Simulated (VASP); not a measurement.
# HgTe (Pm-3m) in VASP: a series of runs

HgTe is run at these levels: LDA; tasks: single point.

All numbers are computed with VASP 6.6.1; they aren't measurements. Logs are shortened: lines on timing, memory, paths and dates and some standing lists are left out, and cuts for length are marked.

### 1 The cell of the first run

Symmetry: Pm-3m, No. 221, cubic system. Conventional cell: a = 3.651 Å, b = 3.651 Å, c = 3.651 Å, α = 90.00°, β = 90.00°, γ = 90.00°. Hg (site symmetry m-3m) has 8 Te at 3.16 Å and 6 Hg at 3.65 Å within 4.2 Å. Within 4.2 Å of Te (site symmetry m-3m) lie 8 Hg at 3.16 Å and 6 Te at 3.65 Å.

### 2 Single point, LDA

Contents of INCAR:

```
  PREC = Accurate
  ENCUT = 500
  EDIFF = 1E-6
  ISMEAR = 0
  SIGMA = 0.05
  LREAL = False
  LASPH = True
  NELM = 120
  ALGO = Normal
  ISIF = 2
  LWAVE = False
  LCHARG = False
  NBANDS = 16
  GGA_COMPAT = False
```

Contents of KPOINTS:

```
Automatic mesh
0
Gamma
  6 6 6
```

Contents of POSCAR:

```
HgTe
1.0
    3.6512604090      0.0000000000      0.0000000000
    0.0000000000      3.6512604090      0.0000000000
    0.0000000000      0.0000000000      3.6512604090
Hg Te
1 1
Direct
    0.0000000000      0.0000000000      0.0000000000
    0.5000000000      0.5000000000      0.5000000000
```

Potentials or basis: VASP PAW LDA potentials, release 64 (Hg, Te).

Run with:

```console
$ cat potpaw_LDA.64/Hg/POTCAR potpaw_LDA.64/Te/POTCAR > POTCAR
$ mpirun -np 1 vasp_std > vasp.out
```

OUTCAR:

```text
PREC = Accurate
   ENCUT = 500
   EDIFF = 1E-6
   ISMEAR = 0
   LREAL = False
   LASPH = True
   NELM = 120
   ISIF = 2

 ion  position               nearest neighbor table
   1  0.000  0.000  0.000-   2 3.16   2 3.16   2 3.16   2 3.16   2 3.16   2 3.16   2 3.16   2 3.16

   2  0.500  0.500  0.500-   1 3.16   1 3.16   1 3.16   1 3.16   1 3.16   1 3.16   1 3.16   1 3.16

  LATTYP: Found a simple cubic cell.
 ALAT       =     3.6512604090

  Lattice vectors:

 A1 = (   3.6512604090,   0.0000000000,   0.0000000000)
 A2 = (   0.0000000000,   3.6512604090,   0.0000000000)
 A3 = (   0.0000000000,   0.0000000000,   3.6512604090)

Analysis of symmetry for initial positions (statically):
=====================================================================
 Subroutine PRICEL returns:
 Original cell was already a primitive cell.

 Routine SETGRP: Setting up the symmetry group for a
 simple cubic supercell.

 Subroutine GETGRP returns: Found 48 space group operations
 (whereof 48 operations were pure point group operations)
 out of a pool of 48 trial point group operations.

The static configuration has the point symmetry O_h .

Analysis of symmetry for dynamics (positions and initial velocities):
=====================================================================
 Subroutine PRICEL returns:
 Original cell was already a primitive cell.

 Routine SETGRP: Setting up the symmetry group for a
 simple cubic supercell.

 Subroutine GETGRP returns: Found 48 space group operations
 (whereof 48 operations were pure point group operations)
 out of a pool of 48 trial point group operations.

The dynamic configuration has the point symmetry O_h .

 Subroutine INISYM returns: Found 48 space group operations
 (whereof 48 operations are pure point group operations),
 and found     1 'primitive' translations

----------------------------------------------------------------------------------------

                                     Primitive cell

  volume of cell :      48.6775

  direct lattice vectors                    reciprocal lattice vectors
     3.651260409  0.000000000  0.000000000     0.273878028  0.000000000  0.000000000
     0.000000000  3.651260409  0.000000000     0.000000000  0.273878028  0.000000000
     0.000000000  0.000000000  3.651260409     0.000000000  0.000000000  0.273878028

  length of vectors
     3.651260409  3.651260409  3.651260409     0.273878028  0.273878028  0.273878028

  position of ions in fractional coordinates (direct lattice)
     0.000000000  0.000000000  0.000000000
     0.500000000  0.500000000  0.500000000

  ion indices of the primitive-cell ions
   primitive index   ion index
                 1           1
                 2           2

----------------------------------------------------------------------------------------

 KPOINTS: Automatic mesh

Automatic generation of k-mesh.
 Grid dimensions read from file:
 generate k-points for:    6    6    6

 Generating k-lattice:

  Cartesian coordinates                     Fractional coordinates (reciprocal lattice)
     0.045646338  0.000000000  0.000000000     0.166666667  0.000000000  0.000000000
     0.000000000  0.045646338  0.000000000     0.000000000  0.166666667  0.000000000
     0.000000000  0.000000000  0.045646338     0.000000000  0.000000000  0.166666667

  Length of vectors
     0.045646338  0.045646338  0.045646338

  Shift w.r.t. Gamma in fractional coordinates (k-lattice)
     0.000000000  0.000000000  0.000000000

 Subroutine IBZKPT returns following result:
 ===========================================

 Found     20 irreducible k-points:

 Following reciprocal coordinates:
            Coordinates               Weight
  0.000000  0.000000  0.000000      1.000000
  0.166667  0.000000  0.000000      6.000000
  0.333333  0.000000  0.000000      6.000000
  0.500000  0.000000  0.000000      3.000000
  0.166667  0.166667  0.000000     12.000000
  0.333333  0.166667  0.000000     24.000000
[... 12 lines left out ...]
  0.500000  0.500000  0.333333      6.000000
  0.500000  0.500000  0.500000      1.000000
   k-points           NKPTS =     20   k-points in BZ     NKDIM =     20   number of bands    NBANDS=     16
   number of dos      NEDOS =    301   number of ions     NIONS =      2
   total plane-waves  NPLWV =  21952
   dimension x,y,z NGX =    28 NGY =   28 NGZ =   28
   dimension x,y,z NGXF=    56 NGYF=   56 NGZF=   56
   ions per type =               1   1
   NGX,Y,Z   is equivalent  to a cutoff of  12.75, 12.75, 12.75 a.u.
   NGXF,Y,Z  is equivalent  to a cutoff of  25.50, 25.50, 25.50 a.u.
 SYSTEM =  unknown system
   PREC   = accura    normal or accurate (medium, high low for compatibility)
   ISTART =      0    job   : 0-new  1-cont  2-samecut
   ICHARG =      2    charge: 1-file 2-atom 10-const
   ISPIN  =      1    spin polarized calculation?
   LNONCOLLINEAR =      F non collinear calculations
   LSORBIT =      F    spin-orbit coupling
   LASPH  =      T    aspherical Exc in radial PAW
   ENCUT  =  500.0 eV  36.75 Ry    6.06 a.u.   6.66  6.66  6.66*2*pi/ulx,y,z
   NELM   =    120;   NELMIN=  2; NELMDL= -5     # of ELM steps
   EDIFF  = 0.1E-05   stopping-criterion for ELM
   LREAL  =      F    real-space projection
   EDIFFG = 0.1E-04   stopping-criterion for IOM
   NSW    =      0    number of steps for IOM
   IBRION =     -1    ionic relax: 0-MD 1-quasi-New 2-CG
   NFREE  =      0    steps in history (QN), initial steepest desc. (CG)
   ISIF   =      2    stress and relaxation
   ISYM   =      2    0-nonsym 1-usesym 2-fastsym
   POTIM  = 0.5000    time-step for ionic-motion
   TEBEG  =    0.0;   TEEND  =   0.0 temperature during run
   PSTRESS=    0.0 pullay stress
   NELECT =      18.0000    total number of electrons
   NUPDOWN=      -1.0000    fix difference up-down
   EMIN   =  10.00;   EMAX   =-10.00  energy-range for DOS
   EFERMI =   0.00;   METHOD = LEGACY
   ISMEAR =     0;   SIGMA  =   0.05  broadening in eV -4-tet -1-fermi 0-gaus
   EFERMI_NEDOS =   21; number of points for ismear=-14 and -15
   IALGO  =     38    algorithm
   IMIX   =      4    mixing-type and parameters
     AMIX     =   0.40;   BMIX     =  1.00
     AMIX_MAG =   1.60;   BMIX_MAG =  1.00
  volume/ion in A,a.u.               =      24.34       164.25
  Fermi-wavevector in a.u.,A,eV,Ry     =   1.175050  2.220522 18.786129  1.380742
  Thomas-Fermi vector in A             =   2.311437
   LORBIT       =      0    0 simple, 1 ext, 2 COOP (PROOUT), +10 PAW based schemes
   GGA     = CA    functional components
   LHFCALC =     F    Hartree Fock is set to
   AEXX    =    0.0000 exact exchange contribution
   IVDW    =     0    specifies the selected vdW correction
   LEPSILON=     F    determine dielectric tensor
   LRPA    =     F    only Hartree local field effects (RPA)
 non-spin polarized calculation
 Gauss-broadening in eV      SIGMA  =   0.05
  energy-cutoff  :      500.00
  volume of cell :       48.68
 maximum number of plane-waves:      1253
 NGX is ok and might be reduce to    28
   NGX = 13   NGY = 13   NGZ = 13

 number of electron      17.9999996 magnetization

 Free energy of the ion-electron system (eV)
  ---------------------------------------------------
  ext. energy  EPLUGINS =         0.00000000
  ---------------------------------------------------
  free energy    TOTEN  =        -4.36277149 eV

  energy without entropy =       -4.36054961  energy(sigma->0) =       -4.36166055

 E-fermi :   5.9558     XC(G=0): -10.9898

 val. band max:        5.9354423143   @ k =   0.3333   0.3333   0.0000
 cond. band min:       6.0287848292   @ k =   0.3333   0.3333   0.1667
 fundamental gap:      0.0933425149
 Fermi energy:         5.9558182742

 k-point     1 :       0.0000    0.0000    0.0000
  band No.  band energies     occupation
      1      -7.0761      2.00000
      2      -1.1013      2.00000
      3      -1.1013      2.00000
      4      -0.4655      2.00000
      5      -0.4655      2.00000
      6      -0.4655      2.00000
[... 8 lines left out ...]
     15      16.4601      0.00000
     16      19.4937      0.00000

 k-point     2 :       0.1667    0.0000    0.0000
  band No.  band energies     occupation
      1      -6.8229      2.00000
      2      -1.0808      2.00000
      3      -1.0539      2.00000
      4      -0.5794      2.00000
      5      -0.5794      2.00000
      6      -0.4604      2.00000
[... 8 lines left out ...]
     15      14.9300      0.00000
     16      18.1973      0.00000

 k-point     3 :       0.3333    0.0000    0.0000
  band No.  band energies     occupation
      1      -6.1743      2.00000
      2      -1.3542      2.00000
      3      -1.0393      2.00000
      4      -0.7841      2.00000
      5      -0.7841      2.00000
      6      -0.4503      2.00000
[... 8 lines left out ...]
     15      16.7797      0.00000
     16      17.0235      0.00000

 k-point     4 :       0.5000    0.0000    0.0000
  band No.  band energies     occupation
      1      -5.7095      2.00000
      2      -1.9536      2.00000
      3      -1.0183      2.00000
      4      -0.8773      2.00000
      5      -0.8773      2.00000
      6      -0.4453      2.00000
[... 8 lines left out ...]
     15      16.2563      0.00000
     16      19.3255      0.00000
[... 248 lines left out ...]
 k-point    18 :       0.5000    0.3333    0.3333
  band No.  band energies     occupation
      1      -4.6578      2.00000
      2      -1.3966      2.00000
      3      -1.3102      2.00000
      4      -0.6072      2.00000
      5      -0.4133      2.00000
      6      -0.2816      2.00000
[... 8 lines left out ...]
     15      19.2210      0.00000
     16      21.3064      0.00000

 k-point    19 :       0.5000    0.5000    0.3333
  band No.  band energies     occupation
      1      -4.3555      2.00000
      2      -1.4247      2.00000
      3      -1.4247      2.00000
      4      -1.0183      2.00000
      5      -0.3423      2.00000
      6      -0.1489      2.00000
[... 8 lines left out ...]
     15      22.1659      0.00000
     16      22.1659      0.00000

 k-point    20 :       0.5000    0.5000    0.5000
  band No.  band energies     occupation
      1      -3.9039      2.00000
      2      -1.5816      2.00000
      3      -1.5816      2.00000
      4      -1.5816      2.00000
      5      -0.1451      2.00000
      6      -0.1451      2.00000
[... 8 lines left out ...]
     15      23.0275      0.00000
     16      23.4450      0.00000

------------------------ aborting loop because EDIFF is reached ----------------------------------------

  FORCE on cell =-STRESS in cart. coord.  units (eV):
  Direction    XX          YY          ZZ          XY          YZ          ZX
  --------------------------------------------------------------------------------------
  -------------------------------------------------------------------------------------
  Total        0.5954036      0.5954036      0.5954036     -0.0000000     -0.0000000      0.0000000
  in kB       19.5971830     19.5971830     19.5971830     -0.0000000     -0.0000000      0.0000000
  external PRESSURE =      19.5971830 kB  Pullay stress =       0.0000000 kB

 VOLUME and BASIS-vectors are now :
 -----------------------------------------------------------------------------
  energy-cutoff  :      500.00
  volume of cell :       48.68
      direct lattice vectors                 reciprocal lattice vectors
     3.651260409  0.000000000  0.000000000     0.273878028  0.000000000  0.000000000
     0.000000000  3.651260409  0.000000000     0.000000000  0.273878028  0.000000000
     0.000000000  0.000000000  3.651260409     0.000000000  0.000000000  0.273878028

 POSITION                                       TOTAL-FORCE (eV/Angst)
 -----------------------------------------------------------------------------------
      0.00000      0.00000      0.00000         0.000000      0.000000      0.000000
      1.82563      1.82563      1.82563         0.000000      0.000000      0.000000
 -----------------------------------------------------------------------------------
    total drift:                               -0.000000      0.000000     -0.000000

  FREE ENERGIE OF THE ION-ELECTRON SYSTEM (eV)
  ---------------------------------------------------
  free  energy   TOTEN  =        -4.3627714922 eV

  energy  without entropy=       -4.3605496125  energy(sigma->0) =       -4.36166055
```

Wall time 6.4 s (1 thread of Intel Xeon Platinum 8559C (Emerald Rapids), shared host); peak memory 0.14 GiB.

What came out:

| Item | Value |
| --- | --- |
| Free energy | -4.3628 eV |
| Pressure | 2.0 GPa |
| Band gap on the k mesh | zero (band 9 reaches 6.88 eV, above the bottom of band 10 at 4.83 eV) |

Levels at points of the mesh, in eV from the Fermi level:
```csv
k point,band 7,band 8,band 9,band 10,band 11,band 12
"(0.00, 0.00, 0.00)",-1.95,-1.06,-1.06,-1.06,5.67,5.67
"(0.50, 0.00, 0.00)",-5.66,0.92,0.92,2.98,3.22,5.65
"(0.50, 0.50, 0.00)",-4.72,-4.72,-3.11,0.82,6.96,6.96
"(0.50, 0.50, 0.50)",-1.51,-1.51,-1.51,-1.12,0.80,0.80
```

Caveat: spin-orbit coupling is left out, which moves the levels of the heavy elements.

### 3 Single point, LDA

This run uses another cell than the first one, of 24.93 Å³/atom, 1.024 times its volume.

Contents of INCAR:

```
ALGO = Normal ; EDIFF = 1E-6
ENCUT = 500 ; GGA_COMPAT = F
ISIF = 2 ; ISMEAR = 0
LASPH = T ; LCHARG = F
LREAL = F ; LWAVE = F
NBANDS = 16 ; NELM = 120
PREC = Accurate ; SIGMA = 0.05
```

Contents of KPOINTS:

```
k-points
0
Gamma
  6 6 6
```

Contents of POSCAR:

```
HgTe
1.0
    3.6808063609      0.0000000000      0.0000000000
    0.0000000000      3.6808063609      0.0000000000
    0.0000000000      0.0000000000      3.6808063609
Hg Te
1 1
Direct
    0.0000000000      0.0000000000      0.0000000000
    0.5000000000      0.5000000000      0.5000000000
```

Potentials or basis: VASP PAW LDA potentials, release 64 (Hg, Te).

Run with:

```console
$ cat potpaw_LDA.64/Hg/POTCAR potpaw_LDA.64/Te/POTCAR > POTCAR
$ mpirun -np 1 vasp_std > vasp.out
```

Wall time 9.2 s (1 thread of Intel Xeon Platinum 8559C (Emerald Rapids), shared host); peak memory 0.14 GiB.

The run converged. Its results:

```
Free energy            : -4.3711 eV
Pressure               : 0.3 GPa
Band gap on the k mesh : zero (band 9 reaches 6.53 eV, above the bottom of band 10 at 4.53 eV)
```

Levels at points of the mesh, in eV from the Fermi level:
| k point | band 7 | band 8 | band 9 | band 10 | band 11 | band 12 |
| --- | --- | --- | --- | --- | --- | --- |
| (0.00, 0.00, 0.00) | -2.02 | -1.01 | -1.01 | -1.01 | 5.67 | 5.67 |
| (0.50, 0.00, 0.00) | -5.59 | 0.87 | 0.87 | 2.87 | 3.17 | 5.64 |
| (0.50, 0.50, 0.00) | -4.57 | -4.57 | -3.05 | 0.79 | 6.90 | 6.90 |
| (0.50, 0.50, 0.50) | -1.50 | -1.50 | -1.50 | -1.13 | 0.90 | 0.90 |

Caveat: spin-orbit coupling is left out, which moves the levels of the heavy elements.
